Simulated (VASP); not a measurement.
Crystal: GaGe.

```xyz
2
Lattice="0.0000 2.8978 2.8978 2.8978 0.0000 2.8978 2.8978 2.8978 0.0000" Properties=species:S:1:pos:R:3 pbc="T T T"
Ga    4.3468    4.3468    4.3468
Ge    0.0000    0.0000    0.0000
```

Base run:

```yaml
Program: VASP 6.6.1
Functional: PBE
Potentials_or_basis: VASP PAW PBE potentials, release 64 (Ga_d, Ge_d)
Cutoff: 500 eV
k_mesh: 6 × 6 × 6
Occupations: methfessel-paxton, width 0.1 eV
Spin: no spin polarisation
```

Its results: pressure 0.1 GPa.

**Question.** The run is repeated on the same cell with these changes: k mesh from 6 × 6 × 6 to 4 × 4 × 4. What comes out?

**Answer.** Pressure -0.4 GPa.

Caveats: some runs use coarse meshes.
